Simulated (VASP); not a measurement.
# Ag (Im-3m) in VASP: single point with PBEsol

Aim: the single point of Ag with PBEsol.

Everything below comes from runs of VASP 6.6.1. Logs are shortened: lines on timing, memory, paths and dates and some standing lists are left out, and cuts for length are marked.

## 1. The cell of the first run

The structure is cubic, space group Im-3m (No. 229). The conventional cell has a = 3.225 Å, b = 3.225 Å, c = 3.225 Å, α = 90.00°, β = 90.00°, γ = 90.00°. Within 3.7 Å of Ag (site symmetry m-3m) lie 14 Ag at 2.79 to 3.23 Å.

This isn't the form of Ag at room conditions, which is fcc.

## 2. Single point, PBEsol

POSCAR reads:

```
Ag
1.0
   -1.6127151728      1.6127151728      1.6127151728
    1.6127151728     -1.6127151728      1.6127151728
    1.6127151728      1.6127151728     -1.6127151728
Ag
1
Direct
    0.0000000000      0.0000000000      0.0000000000
```

INCAR.step1 reads:

```
PREC = Accurate
ENCUT = 520
EDIFF = 1E-6
ISMEAR = -1
SIGMA = 0.08
LREAL = False
LASPH = True
NELM = 60
ALGO = Normal
ISIF = 2
LWAVE = False
LCHARG = True
LMAXMIX = 4
GGA = PS
NBANDS = 12
```

KPOINTS.step1 reads:

```
Automatic mesh
0
Gamma
  18 18 18
```

INCAR.step2 reads:

```
PREC = Accurate
ENCUT = 520
EDIFF = 1E-6
ISMEAR = -5
SIGMA = 0.08
LREAL = False
LASPH = True
NELM = 60
ALGO = Normal
ISIF = 2
LWAVE = False
LCHARG = False
LMAXMIX = 4
GGA = PS
LORBIT = 11
NBANDS = 12
NEDOS = 2001
ICHARG = 11
```

KPOINTS.step2 reads:

```
Automatic mesh
0
Gamma
  27 27 27
```

Potentials or basis: VASP PAW PBE potentials, release 64 (Ag).

The run is started by

```sh
$ cat potpaw_PBE.64/Ag/POTCAR > POTCAR
$ cp INCAR.step1 INCAR
$ cp KPOINTS.step1 KPOINTS
$ mpirun -np 1 vasp_std > vasp.out
$ cp INCAR.step2 INCAR
$ cp KPOINTS.step2 KPOINTS
$ mpirun -np 1 vasp_std > vasp.out
```

OUTCAR:

```text
PREC = Accurate
   ENCUT = 520
   EDIFF = 1E-6
   ISMEAR = -5
   LREAL = False
   LASPH = True
   NELM = 60
   ISIF = 2
   GGA = PS
   LORBIT = 11
   ICHARG = 11

 ion  position               nearest neighbor table
   1  0.000  0.000  0.000-

  LATTYP: Found a body centered cubic cell.
 ALAT       =     3.2254303456

  Lattice vectors:

 A1 = (  -1.6127151728,   1.6127151728,   1.6127151728)
 A2 = (   1.6127151728,  -1.6127151728,   1.6127151728)
 A3 = (   1.6127151728,   1.6127151728,  -1.6127151728)

Analysis of symmetry for initial positions (statically):
=====================================================================
 Subroutine PRICEL returns:
 Original cell was already a primitive cell.

 Routine SETGRP: Setting up the symmetry group for a
 body centered cubic supercell.

 Subroutine GETGRP returns: Found 48 space group operations
 (whereof 48 operations were pure point group operations)
 out of a pool of 48 trial point group operations.

The static configuration has the point symmetry O_h .

Analysis of symmetry for dynamics (positions and initial velocities):
=====================================================================
 Subroutine PRICEL returns:
 Original cell was already a primitive cell.

 Routine SETGRP: Setting up the symmetry group for a
 body centered cubic supercell.

 Subroutine GETGRP returns: Found 48 space group operations
 (whereof 48 operations were pure point group operations)
 out of a pool of 48 trial point group operations.

The dynamic configuration has the point symmetry O_h .

 Subroutine INISYM returns: Found 48 space group operations
 (whereof 48 operations are pure point group operations),
 and found     1 'primitive' translations

----------------------------------------------------------------------------------------

                                     Primitive cell

  volume of cell :      16.7777

  direct lattice vectors                    reciprocal lattice vectors
    -1.612715173  1.612715173  1.612715173     0.000000000  0.310036148  0.310036148
     1.612715173 -1.612715173  1.612715173     0.310036148  0.000000000  0.310036148
     1.612715173  1.612715173 -1.612715173     0.310036148  0.310036148  0.000000000

  length of vectors
     2.793304617  2.793304617  2.793304617     0.438457325  0.438457325  0.438457325

  position of ions in fractional coordinates (direct lattice)
     0.000000000  0.000000000  0.000000000

  ion indices of the primitive-cell ions
   primitive index   ion index
                 1           1

----------------------------------------------------------------------------------------

 KPOINTS: Automatic mesh

Automatic generation of k-mesh.
 Grid dimensions read from file:
 generate k-points for:   27   27   27

 Generating k-lattice:

  Cartesian coordinates                     Fractional coordinates (reciprocal lattice)
     0.000000000  0.011482820  0.011482820     0.037037037  0.000000000  0.000000000
     0.011482820  0.000000000  0.011482820     0.000000000  0.037037037  0.000000000
     0.011482820  0.011482820  0.000000000     0.000000000  0.000000000  0.037037037

  Length of vectors
     0.016239160  0.016239160  0.016239160

  Shift w.r.t. Gamma in fractional coordinates (k-lattice)
     0.000000000  0.000000000  0.000000000

 TETIRR: Found  23679 inequivalent tetrahedra from   118098

 Subroutine IBZKPT returns following result:
 ===========================================

 Found    560 irreducible k-points:

 Following reciprocal coordinates:
            Coordinates               Weight
  0.000000  0.000000  0.000000      1.000000
  0.037037  0.000000  0.000000     12.000000
  0.074074  0.000000  0.000000     12.000000
  0.111111  0.000000  0.000000     12.000000
  0.148148  0.000000  0.000000     12.000000
  0.185185  0.000000  0.000000     12.000000
[... 16 lines left out ...]
  0.333333  0.037037  0.000000     48.000000
  0.370370  0.037037  0.000000     48.000000
 [... further k-points ...]
   k-points           NKPTS =    560   k-points in BZ     NKDIM =    560   number of bands    NBANDS=     12
   number of dos      NEDOS =   2001   number of ions     NIONS =      1
   total plane-waves  NPLWV =  13824
   dimension x,y,z NGX =    24 NGY =   24 NGZ =   24
   dimension x,y,z NGXF=    48 NGYF=   48 NGZF=   48
   ions per type =               1
   NGX,Y,Z   is equivalent  to a cutoff of  14.28, 14.28, 14.28 a.u.
   NGXF,Y,Z  is equivalent  to a cutoff of  28.57, 28.57, 28.57 a.u.
 SYSTEM =  unknown system
   PREC   = accura    normal or accurate (medium, high low for compatibility)
   ISTART =      0    job   : 0-new  1-cont  2-samecut
   ICHARG =     11    charge: 1-file 2-atom 10-const
   ISPIN  =      1    spin polarized calculation?
   LNONCOLLINEAR =      F non collinear calculations
   LSORBIT =      F    spin-orbit coupling
   LASPH  =      T    aspherical Exc in radial PAW
   ENCUT  =  520.0 eV  38.22 Ry    6.18 a.u.   5.19  5.19  5.19*2*pi/ulx,y,z
   NELM   =     60;   NELMIN=  2; NELMDL=  0     # of ELM steps
   EDIFF  = 0.1E-05   stopping-criterion for ELM
   LREAL  =      F    real-space projection
   EDIFFG = 0.1E-04   stopping-criterion for IOM
   NSW    =      0    number of steps for IOM
   IBRION =     -1    ionic relax: 0-MD 1-quasi-New 2-CG
   NFREE  =      0    steps in history (QN), initial steepest desc. (CG)
   ISIF   =      2    stress and relaxation
   ISYM   =      2    0-nonsym 1-usesym 2-fastsym
   POTIM  = 0.5000    time-step for ionic-motion
   TEBEG  =    0.0;   TEEND  =   0.0 temperature during run
   PSTRESS=    0.0 pullay stress
   NELECT =      11.0000    total number of electrons
   NUPDOWN=      -1.0000    fix difference up-down
   EMIN   =  10.00;   EMAX   =-10.00  energy-range for DOS
   EFERMI =   0.00;   METHOD = LEGACY
   ISMEAR =    -5;   SIGMA  =   0.08  broadening in eV -4-tet -1-fermi 0-gaus
   EFERMI_NEDOS =   21; number of points for ismear=-14 and -15
   IALGO  =     38    algorithm
   IMIX   =      4    mixing-type and parameters
     AMIX     =   0.40;   BMIX     =  1.00
     AMIX_MAG =   1.60;   BMIX_MAG =  1.00
  volume/ion in A,a.u.               =      16.78       113.22
  Fermi-wavevector in a.u.,A,eV,Ry     =   1.422202  2.687573 27.519953  2.022660
  Thomas-Fermi vector in A             =   2.542931
   LORBIT       =     11    0 simple, 1 ext, 2 COOP (PROOUT), +10 PAW based schemes
   GGA     = PS    functional components
   LHFCALC =     F    Hartree Fock is set to
   AEXX    =    0.0000 exact exchange contribution
   IVDW    =     0    specifies the selected vdW correction
   LEPSILON=     F    determine dielectric tensor
   LRPA    =     F    only Hartree local field effects (RPA)
 non-spin polarized calculation
 Fermi weights with tetrahedron method with Bloechl corrections
  energy-cutoff  :      520.00
  volume of cell :       16.78
 maximum number of plane-waves:       466
 NGX is ok and might be reduce to    24

 number of electron      10.9999997 magnetization

 Free energy of the ion-electron system (eV)
  ---------------------------------------------------
  ext. energy  EPLUGINS =         0.00000000
  ---------------------------------------------------
  free energy    TOTEN  =        -3.27303960 eV

  energy without entropy =       -3.27303960  energy(sigma->0) =       -3.27303960

 E-fermi :   8.4803     XC(G=0): -12.5087

 val. band max:        8.4635002840   @ k =  -0.3704   0.4815   0.0370
 cond. band min:       8.4732398140   @ k =  -0.4074   0.4444   0.1111
 fundamental gap:      0.0097395300
 Fermi energy:         8.4802650477

 k-point     1 :       0.0000    0.0000    0.0000
  band No.  band energies     occupation
      1       0.5148      2.00000
      2       3.5074      2.00000
      3       3.5074      2.00000
      4       3.5074      2.00000
      5       4.8934      2.00000
      6       4.8934      2.00000
      7      26.4619      0.00000
      8      26.4619      0.00000
      9      26.4619      0.00000
     10      33.0116      0.00000
     11      33.0177      0.00000
     12      33.0420      0.00000

 k-point     2 :       0.0370    0.0000    0.0000
  band No.  band energies     occupation
      1       0.5611      2.00000
      2       3.4955      2.00000
      3       3.5091      2.00000
      4       3.5344      2.00000
      5       4.8799      2.00000
      6       4.8942      2.00000
      7      26.3615      0.00000
      8      26.4543      0.00000
      9      26.4970      0.00000
     10      31.9413      0.00000
     11      32.2053      0.00000
     12      32.7086      0.00000

 k-point     3 :       0.0741    0.0000    0.0000
  band No.  band energies     occupation
      1       0.6982      2.00000
      2       3.4607      2.00000
      3       3.5142      2.00000
      4       3.6147      2.00000
      5       4.8427      2.00000
      6       4.8968      2.00000
      7      26.0284      0.00000
      8      26.4052      0.00000
      9      26.5997      0.00000
     10      31.0512      0.00000
     11      31.2236      0.00000
     12      31.9134      0.00000
[... 286 lines left out ...]
 k-point    23 :       0.3333    0.0370    0.0000
  band No.  band energies     occupation
      1       2.1363      2.00000
      2       2.8542      2.00000
      3       4.7239      2.00000
      4       4.9356      2.00000
      5       5.1966      2.00000
      6       5.8820      2.00000
      7      16.5814      0.00000
      8      22.6330      0.00000
      9      24.2851      0.00000
     10      28.3999      0.00000
     11      29.8330      0.00000
     12      33.2751      0.00000

 k-point    24 :       0.3704    0.0370    0.0000
  band No.  band energies     occupation
      1       2.0785      2.00000
      2       2.7895      2.00000
      3       4.7658      2.00000
      4       4.9746      2.00000
      5       5.4861      2.00000
      6       6.6204      2.00000
      7      15.2287      0.00000
      8      22.2505      0.00000
      9      23.6877      0.00000
     10      28.5590      0.00000
     11      29.9383      0.00000
     12      33.4434      0.00000

 [... further k-points ...]
[... 5 lines left out ...]
  --------------------------------------------------------------------------------------
  -------------------------------------------------------------------------------------
  Total       -0.0388246     -0.0388246     -0.0388246     -0.0000000     -0.0000000      0.0000000
  in kB       -3.7075264     -3.7075264     -3.7075264     -0.0000000     -0.0000000      0.0000000
  external PRESSURE =      -3.7075264 kB  Pullay stress =       0.0000000 kB

 VOLUME and BASIS-vectors are now :
 -----------------------------------------------------------------------------
  energy-cutoff  :      520.00
  volume of cell :       16.78
      direct lattice vectors                 reciprocal lattice vectors
    -1.612715173  1.612715173  1.612715173     0.000000000  0.310036148  0.310036148
     1.612715173 -1.612715173  1.612715173     0.310036148  0.000000000  0.310036148
     1.612715173  1.612715173 -1.612715173     0.310036148  0.310036148  0.000000000

 POSITION                                       TOTAL-FORCE (eV/Angst)
 -----------------------------------------------------------------------------------
      0.00000      0.00000      0.00000        -0.000000      0.000000      0.000000
 -----------------------------------------------------------------------------------
    total drift:                               -0.000000      0.000000     -0.000000

  FREE ENERGIE OF THE ION-ELECTRON SYSTEM (eV)
  ---------------------------------------------------
  free  energy   TOTEN  =        -3.2730395980 eV

  energy  without entropy=       -3.2730395980  energy(sigma->0) =       -3.27303960

 total charge

# of ion       s       p       d       tot
------------------------------------------
    1        0.424   0.313   9.149   9.886
```

Wall time 58 s (1 thread of Intel Xeon Platinum 8488C (Sapphire Rapids), shared host); peak memory 0.26 GiB.

Results:

| Property | Result |
| --- | --- |
| Valence electrons inside the program's atomic spheres | Ag 9.89 |

Levels at points of the mesh, in eV from the Fermi level:
```
           k point  band 4  band 5  band 6  band 7  band 8  band 9
(0.00, 0.00, 0.00)   -4.97   -3.59   -3.59   17.98   17.98   17.98
```

Caveat: the PAW data sets were made with another functional, which shifts forces and pressure a little; tetrahedron occupations give inexact forces and stress in metals.
